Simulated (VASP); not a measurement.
# SiC (P3m1) in VASP: notebook

The runs below take SiC through single point, with PBE.

Everything below comes from runs of VASP 6.6.1. Logs are shortened: lines on timing, memory, paths and dates and some standing lists are left out, and cuts for length are marked.

**1. The cell of the first run**

It takes space group P3m1 (No. 156, trigonal). Conventional cell: a = 3.069 Å, b = 3.069 Å, c = 15.060 Å, α = 90.00°, β = 90.00°, γ = 120.00°. Si (site symmetry 3m) has 4 C at 1.90 to 1.96 Å within 2.5 Å. Si (site symmetry 3m) has 4 C at 1.81 to 1.86 Å within 2.4 Å. Si (site symmetry 3m) has 4 C at 1.82 to 1.86 Å within 2.4 Å. Si (site symmetry 3m) has 4 C at 1.90 to 1.95 Å within 2.5 Å. Within 2.4 Å of Si (site symmetry 3m) lie 4 C at 1.81 to 1.85 Å. Si (site symmetry 3m) has 4 C at 1.90 to 1.95 Å within 2.5 Å. Within 2.5 Å of C (site symmetry 3m) lie 4 Si at 1.85 to 1.96 Å. C (site symmetry 3m) has 4 Si at 1.81 to 1.90 Å within 2.4 Å.

**2. Single point, PBE (atoms displaced along a vibrational mode, the cell strained)**

Input file INCAR:

```
PREC = Accurate
ENCUT = 520
EDIFF = 1E-6
ISMEAR = 0
SIGMA = 0.05
LREAL = F
LASPH = T
NELM = 80
ALGO = Normal
ISIF = 2
LWAVE = F
LCHARG = F
GGA = PE
NBANDS = 36
```

Input file KPOINTS:

```
regular mesh
0
Gamma
  12 12 2
```

Input file POSCAR:

```
SiC
1.0
    3.0692496138      0.0000000000      0.0000000000
   -1.5346248069      2.6580481361      0.0000000000
    0.0000000000      0.0000000000     15.0602705466
Si C
6 6
Direct
    0.0000000000      0.0000000000      0.1250430731
    0.0000000000      0.0000000000      0.6250368447
    0.3333333333      0.6666666667      0.2919359287
    0.6666666667      0.3333333333      0.7916986591
    0.3333333333      0.6666666667      0.9584134991
    0.6666666667      0.3333333333      0.4582056507
    0.0000000000      0.0000000000      0.9948156354
    0.0000000000      0.0000000000      0.5045612504
    0.3333333333      0.6666666667      0.1713764111
    0.6666666667      0.3333333333      0.6622826619
    0.3333333333      0.6666666667      0.8380112040
    0.6666666667      0.3333333333      0.3286191816
```

Potentials or basis: VASP PAW PBE potentials, release 64 (Si, C).

On the command line:

```
$ cat potpaw_PBE.64/Si/POTCAR potpaw_PBE.64/C/POTCAR > POTCAR
$ mpirun -np 1 vasp_std > vasp.out
```

OUTCAR:

```text
PREC = Accurate
   ENCUT = 520
   EDIFF = 1E-6
   ISMEAR = 0
   LREAL = F
   LASPH = T
   NELM = 80
   ISIF = 2
   GGA = PE

 ion  position               nearest neighbor table
   1  0.000  0.000  0.125-   9 1.90   9 1.90   9 1.90   7 1.96   5 3.07   5 3.07   5 3.07   3 3.08
                             3 3.08   3 3.08
   2  0.000  0.000  0.625-   8 1.81  10 1.86  10 1.86  10 1.86   4 3.07   4 3.07   4 3.07   6 3.07
                             6 3.07   6 3.07
   3  0.333  0.667  0.292-   9 1.82  12 1.86  12 1.86  12 1.86   6 3.07   6 3.07   6 3.07   1 3.08
                             1 3.08   1 3.08
   4  0.667  0.333  0.792-  11 1.90  11 1.90  11 1.90  10 1.95   2 3.07   2 3.07   2 3.07   5 3.07
                             5 3.07   5 3.07
   5  0.333  0.667  0.958-  11 1.81   7 1.85   7 1.85   7 1.85   1 3.07   1 3.07   1 3.07   4 3.07
                             4 3.07   4 3.07
   6  0.667  0.333  0.458-   8 1.90   8 1.90   8 1.90  12 1.95   3 3.07   3 3.07   3 3.07   2 3.07
                             2 3.07   2 3.07
   7  0.000  0.000  0.995-   5 1.85   5 1.85   5 1.85   1 1.96
   8  0.000  0.000  0.505-   2 1.81   6 1.90   6 1.90   6 1.90
   9  0.333  0.667  0.171-   3 1.82   1 1.90   1 1.90   1 1.90
  10  0.667  0.333  0.662-   2 1.86   2 1.86   2 1.86   4 1.95
  11  0.333  0.667  0.838-   5 1.81   4 1.90   4 1.90   4 1.90
  12  0.667  0.333  0.329-   3 1.86   3 1.86   3 1.86   6 1.95

  LATTYP: Found a hexagonal cell.
 ALAT       =     3.0692496138
 C/A-ratio  =     4.9068249382

  Lattice vectors:

 A1 = (   3.0692496138,   0.0000000000,   0.0000000000)
 A2 = (  -1.5346248069,   2.6580481361,   0.0000000000)
 A3 = (   0.0000000000,   0.0000000000,  15.0602705466)

Analysis of symmetry for initial positions (statically):
=====================================================================
 Subroutine PRICEL returns:
 Original cell was already a primitive cell.

 Routine SETGRP: Setting up the symmetry group for a
 hexagonal supercell.

 Subroutine GETGRP returns: Found  6 space group operations
 (whereof  6 operations were pure point group operations)
 out of a pool of 24 trial point group operations.

The static configuration has the point symmetry C_3v.

Analysis of symmetry for dynamics (positions and initial velocities):
=====================================================================
 Subroutine PRICEL returns:
 Original cell was already a primitive cell.

 Routine SETGRP: Setting up the symmetry group for a
 hexagonal supercell.

 Subroutine GETGRP returns: Found  6 space group operations
 (whereof  6 operations were pure point group operations)
 out of a pool of 24 trial point group operations.

The dynamic configuration has the point symmetry C_3v.

 Subroutine INISYM returns: Found  6 space group operations
 (whereof  6 operations are pure point group operations),
 and found     1 'primitive' translations

----------------------------------------------------------------------------------------

                                     Primitive cell

  volume of cell :     122.8649

  direct lattice vectors                    reciprocal lattice vectors
     3.069249614  0.000000000  0.000000000     0.325812536  0.188107955  0.000000000
    -1.534624807  2.658048136  0.000000000     0.000000000  0.376215911  0.000000000
     0.000000000  0.000000000 15.060270547     0.000000000  0.000000000  0.066399870

  length of vectors
     3.069249614  3.069249614 15.060270547     0.376215911  0.376215911  0.066399870

  position of ions in fractional coordinates (direct lattice)
     0.000000000  0.000000000  0.125043073
     0.000000000  0.000000000  0.625036845
     0.333333333  0.666666667  0.291935929
     0.666666667  0.333333333  0.791698659
     0.333333333  0.666666667  0.958413499
     0.666666667  0.333333333  0.458205651
     0.000000000  0.000000000  0.994815635
     0.000000000  0.000000000  0.504561250
     0.333333333  0.666666667  0.171376411
     0.666666667  0.333333333  0.662282662
     0.333333333  0.666666667  0.838011204
     0.666666667  0.333333333  0.328619182

  ion indices of the primitive-cell ions
   primitive index   ion index
                 1           1
                 2           2
                 3           3
                 4           4
                 5           5
                 6           6
                 7           7
                 8           8
                 9           9
                10          10
                11          11
                12          12

----------------------------------------------------------------------------------------

 KPOINTS: regular mesh

Automatic generation of k-mesh.
 Grid dimensions read from file:
 generate k-points for:   12   12    2

 Generating k-lattice:

  Cartesian coordinates                     Fractional coordinates (reciprocal lattice)
     0.027151045  0.015675663  0.000000000     0.083333333 -0.000000000  0.000000000
     0.000000000  0.031351326  0.000000000     0.000000000  0.083333333  0.000000000
     0.000000000  0.000000000  0.033199935     0.000000000  0.000000000  0.500000000

  Length of vectors
     0.031351326  0.031351326  0.033199935

  Shift w.r.t. Gamma in fractional coordinates (k-lattice)
     0.000000000  0.000000000  0.000000000

 Subroutine IBZKPT returns following result:
 ===========================================

 Found     38 irreducible k-points:

 Following reciprocal coordinates:
            Coordinates               Weight
  0.000000  0.000000  0.000000      1.000000
  0.083333 -0.000000  0.000000      6.000000
  0.166667 -0.000000  0.000000      6.000000
  0.250000  0.000000  0.000000      6.000000
  0.333333 -0.000000  0.000000      6.000000
  0.416667  0.000000  0.000000      6.000000
[... 16 lines left out ...]
  0.250000  0.000000  0.500000      6.000000
  0.333333 -0.000000  0.500000      6.000000
 [... further k-points ...]
   k-points           NKPTS =     38   k-points in BZ     NKDIM =     38   number of bands    NBANDS=     36
   number of dos      NEDOS =    301   number of ions     NIONS =     12
   total plane-waves  NPLWV =  64512
   dimension x,y,z NGX =    24 NGY =   24 NGZ =  112
   dimension x,y,z NGXF=    48 NGYF=   48 NGZF=  224
   ions per type =               6   6
   NGX,Y,Z   is equivalent  to a cutoff of  13.00, 13.00, 12.36 a.u.
   NGXF,Y,Z  is equivalent  to a cutoff of  26.00, 26.00, 24.73 a.u.
 SYSTEM =  unknown system
   PREC   = accura    normal or accurate (medium, high low for compatibility)
   ISTART =      0    job   : 0-new  1-cont  2-samecut
   ICHARG =      2    charge: 1-file 2-atom 10-const
   ISPIN  =      1    spin polarized calculation?
   LNONCOLLINEAR =      F non collinear calculations
   LSORBIT =      F    spin-orbit coupling
   LASPH  =      T    aspherical Exc in radial PAW
   ENCUT  =  520.0 eV  38.22 Ry    6.18 a.u.   5.71  5.71 28.00*2*pi/ulx,y,z
   NELM   =     80;   NELMIN=  2; NELMDL= -5     # of ELM steps
   EDIFF  = 0.1E-05   stopping-criterion for ELM
   LREAL  =      F    real-space projection
   EDIFFG = 0.1E-04   stopping-criterion for IOM
   NSW    =      0    number of steps for IOM
   IBRION =     -1    ionic relax: 0-MD 1-quasi-New 2-CG
   NFREE  =      0    steps in history (QN), initial steepest desc. (CG)
   ISIF   =      2    stress and relaxation
   ISYM   =      2    0-nonsym 1-usesym 2-fastsym
   POTIM  = 0.5000    time-step for ionic-motion
   TEBEG  =    0.0;   TEEND  =   0.0 temperature during run
   PSTRESS=    0.0 pullay stress
   NELECT =      48.0000    total number of electrons
   NUPDOWN=      -1.0000    fix difference up-down
   EMIN   =  10.00;   EMAX   =-10.00  energy-range for DOS
   EFERMI =   0.00;   METHOD = LEGACY
   ISMEAR =     0;   SIGMA  =   0.05  broadening in eV -4-tet -1-fermi 0-gaus
   EFERMI_NEDOS =   21; number of points for ismear=-14 and -15
   IALGO  =     38    algorithm
   IMIX   =      4    mixing-type and parameters
     AMIX     =   0.40;   BMIX     =  1.00
     AMIX_MAG =   1.60;   BMIX_MAG =  1.00
  volume/ion in A,a.u.               =      10.24        69.09
  Fermi-wavevector in a.u.,A,eV,Ry     =   1.196775  2.261577 19.487233  1.432271
  Thomas-Fermi vector in A             =   2.332707
   LORBIT       =      0    0 simple, 1 ext, 2 COOP (PROOUT), +10 PAW based schemes
   GGA     = PE    functional components
   LHFCALC =     F    Hartree Fock is set to
   AEXX    =    0.0000 exact exchange contribution
   IVDW    =     0    specifies the selected vdW correction
   LEPSILON=     F    determine dielectric tensor
   LRPA    =     F    only Hartree local field effects (RPA)
 non-spin polarized calculation
 Gauss-broadening in eV      SIGMA  =   0.05
  energy-cutoff  :      520.00
  volume of cell :      122.86
 maximum number of plane-waves:      3332
 NGX is ok and might be reduce to    24
   NGX = 11   NGY = 11   NGZ = 57

 number of electron      47.9999998 magnetization

 Free energy of the ion-electron system (eV)
  ---------------------------------------------------
  ext. energy  EPLUGINS =         0.00000000
  ---------------------------------------------------
  free energy    TOTEN  =       -89.85256065 eV

  energy without entropy =      -89.85256065  energy(sigma->0) =      -89.85256065

 E-fermi :   8.5469     XC(G=0): -11.4011

 val. band max:        8.3168777722   @ k =   0.0000   0.0000   0.0000
 cond. band min:      10.2612400791   @ k =   0.5000   0.0000   0.0000
 fundamental gap:      1.9443623070
 Fermi energy:         8.5469362294

 k-point     1 :       0.0000    0.0000    0.0000
  band No.  band energies     occupation
      1      -7.2815      2.00000
      2      -6.7686      2.00000
      3      -6.7295      2.00000
      4      -5.1735      2.00000
      5      -5.1409      2.00000
      6      -3.6426      2.00000
[... 28 lines left out ...]
     35      15.6126      0.00000
     36      15.7854      0.00000
[... 866 lines left out ...]
      6      -2.6860      2.00000
[... 28 lines left out ...]
     35      16.1615      0.00000
     36      16.1933      0.00000

 [... further k-points ...]
[... 5 lines left out ...]
  --------------------------------------------------------------------------------------
  -------------------------------------------------------------------------------------
  Total        4.6387569      4.6387569      5.7210534      0.0000000      0.0000000      0.0000000
  in kB       60.4901100     60.4901100     74.6034242      0.0000000      0.0000000      0.0000000
  external PRESSURE =      65.1945481 kB  Pullay stress =       0.0000000 kB

 VOLUME and BASIS-vectors are now :
 -----------------------------------------------------------------------------
  energy-cutoff  :      520.00
  volume of cell :      122.86
      direct lattice vectors                 reciprocal lattice vectors
     3.069249614  0.000000000  0.000000000     0.325812536  0.188107955  0.000000000
    -1.534624807  2.658048136  0.000000000     0.000000000  0.376215911  0.000000000
     0.000000000  0.000000000 15.060270547     0.000000000  0.000000000  0.066399870

 POSITION                                       TOTAL-FORCE (eV/Angst)
 -----------------------------------------------------------------------------------
      0.00000      0.00000      1.88318         0.000000     -0.000000      0.125287
      0.00000      0.00000      9.41322         0.000000      0.000000      0.286749
     -0.00000      1.77203      4.39663        -0.000000      0.000000      0.126636
      1.53462      0.88602     11.92320         0.000000      0.000000      0.237438
     -0.00000      1.77203     14.43397        -0.000000      0.000000      0.160156
      1.53462      0.88602      6.90070        -0.000000      0.000000      0.230892
      0.00000      0.00000     14.98219        -0.000000      0.000000      2.069820
      0.00000      0.00000      7.59883        -0.000000      0.000000     -2.497043
     -0.00000      1.77203      2.58098        -0.000000      0.000000     -2.302111
      1.53462      0.88602      9.97416         0.000000      0.000000      1.955360
     -0.00000      1.77203     12.62068         0.000000     -0.000000     -2.394574
      1.53462      0.88602      4.94909        -0.000000      0.000000      2.001390
 -----------------------------------------------------------------------------------
    total drift:                               -0.000000     -0.000000      0.000421

  FREE ENERGIE OF THE ION-ELECTRON SYSTEM (eV)
  ---------------------------------------------------
  free  energy   TOTEN  =       -89.8525606473 eV

  energy  without entropy=      -89.8525606473  energy(sigma->0) =      -89.85256065
```

Wall time 63 s (1 thread of Intel Xeon 6975P-C (Granite Rapids), shared host); peak memory 0.29 GiB.

Results:

```
Free energy            : -89.8526 eV
Pressure               : 6.5 GPa
Largest force          : 2.497 eV/Å
Band gap on the k mesh : 1.94 eV (least direct gap 3.05 eV)
```

Forces on the atoms (eV/Å):
```
Si   0.000  0.000  0.125
Si   0.000  0.000  0.287
Si   0.000  0.000  0.127
Si   0.000  0.000  0.237
Si   0.000  0.000  0.160
Si   0.000  0.000  0.231
C    0.000  0.000  2.070
C    0.000  0.000 -2.497
C    0.000  0.000 -2.302
C    0.000  0.000  1.955
C    0.000  0.000 -2.395
C    0.000  0.000  2.001
```

Stress tensor (GPa, compression positive):
```
6.05 0.00 0.00
0.00 6.05 0.00
0.00 0.00 7.46
```

Caveat: the cell differs from its parent crystal (atoms displaced along a vibrational mode, the cell strained); the cell stands under pressure; forces of over 1 eV/Å act on the atoms, so gaps and moduli don't describe the material at rest. A k mesh can miss the band edges.

[end of part 1 of 2]
